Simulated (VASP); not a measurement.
Runs of VASP 6.6.1 on Ga. The structure is that of space group P6_3/mmc (No. 194), or close to it. The cells are those of the table. 

| task | cell | k mesh for the DOS | occupations for the DOS | gap on the mesh (eV) | pressure (GPa) |
| --- | --- | --- | --- | --- | --- |
| single point | a = 2.714, b = 2.714, c = 4.673 Å, angles 90.0, 90.0, 120.0°, 2 atoms | - | - | none | 21.6 |
| single point | a = 2.248, b = 2.248, c = 3.755 Å, angles 90.0, 90.0, 120.0°, 2 atoms | - | - | none | 310.7 |
| single point | a = 2.472, b = 2.472, c = 4.190 Å, angles 90.0, 90.0, 120.0°, 2 atoms | - | - | none | 97.6 |
| single point | a = 2.593, b = 2.593, c = 4.465 Å, angles 90.0, 90.0, 120.0°, 2 atoms | - | - | none | (b) |
| single point | a = 2.832, b = 2.832, c = 4.844 Å, angles 90.0, 90.0, 120.0°, 2 atoms | - | - | none | (a) |
| single point | a = 2.358, b = 2.358, c = 3.968 Å, angles 90.0, 90.0, 120.0°, 2 atoms | - | - | none | 177.7 |

Alike in all rows: level PBE; potentials or basis VASP PAW PBE potentials, release 64 (Ga_d); no spin polarisation; k mesh 14 × 14 × 8; cutoff (eV) 520; smearing fermi-dirac 0.1 eV.

Question: Estimate the missing entries.

Answer: (a) 8.4; (b) 47.0.

A k mesh can miss the band edges, and the runs leave out spin-orbit coupling on Ga.

A gap of «none» marks levels without a gap at the run's occupations.
